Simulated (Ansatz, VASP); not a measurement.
# One calculation of MnSi, two programs

```
Mn Si
1.0
     3.07218    0.00000    0.00000
     0.00000    3.07218    0.00000
     0.00000    0.00000    3.07218
Mn Si
1 1
Direct
  0.00000 0.00000 0.00000
  0.50000 0.50000 0.50000
```

Alike in both runs: task single point; functional PBE; k mesh 9 × 9 × 9; occupations fermi-dirac, width 0.05 eV; collinear spin.

|  | VASP | Ansatz |
| --- | --- | --- |
| version | VASP 6.6.1 | Ansatz 0.2.0 |
| potentials or method | VASP PAW PBE potentials, release 64 (Mn_pv, Si), cutoff 520 eV | all-electron LAPW, scalar-relativistic |

|  | VASP | Ansatz | Ansatz less VASP |
| --- | --- | --- | --- |
| gap on the k mesh at the Fermi level (eV) | none | none | - |
| pressure (GPa) | -17.8 | -30.6 | -12.87 |
| net moment per atom (μB) | 1.26 | 0.49 | -0.775 |
| size of the moment on the site where the two differ most (μB) | 2.63 | 1.12 | -1.514 |

The net moments are unlike, so the other rows may belong to different states. Site moments also hang on the region over which each program counts them. A gap of «none» marks a metal or a gap that the smearing closes. Ansatz ran all-electron here, and VASP with PAW potentials.
